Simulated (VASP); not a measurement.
Input of a VASP 6.6.1 run:

Contents of INCAR:

```
SYSTEM = ZrB
  PREC = Accurate
  ENCUT = 500
  EDIFF = 1E-6
  ISMEAR = 0
  SIGMA = 0.05
  LREAL = .False.
  LASPH = .True.
  NELM = 200
  ALGO = Normal
  ISIF = 2
  LWAVE = .False.
  LCHARG = .True.
  MAGMOM = 0 0 0 0 0 0
  LORBIT = 11
  LSORBIT = .True.
  GGA_COMPAT = .False.
  LORBMOM = .True.
  LMAXMIX = 4
  GGA = RE
  LVHAR = .True.
  NBANDS = 27
```

Contents of KPOINTS:

```
Automatic mesh
0
Gamma
  10 10 10
  0 0 0
```

POSCAR

```
ZrB
1.0
    0.0000000000      2.3250000000      2.3250000000
    2.3250000000      0.0000000000      2.3250000000
    2.3250000000      2.3250000000      0.0000000000
Zr B
1 1
Direct
    0.0000000000      0.0000000000      0.0000000000
    0.5000000000      0.5000000000      0.5000000000
```

Potentials or basis: VASP PAW PBE potentials, release 64 (Zr_sv, B).

The run is started by

```sh
$ cat potpaw_PBE.64/Zr_sv/POTCAR potpaw_PBE.64/B/POTCAR > POTCAR
$ mpirun -np 1 vasp_ncl > vasp.out
```

(1) Predict the pressure.

(2) Estimate the net moment.

Results:

(1) 36.9 GPa.

(2) 0.00 μB per cell.

Caveat: the cell stands under pressure; the PAW data sets were made with another functional, which shifts forces and pressure a little.
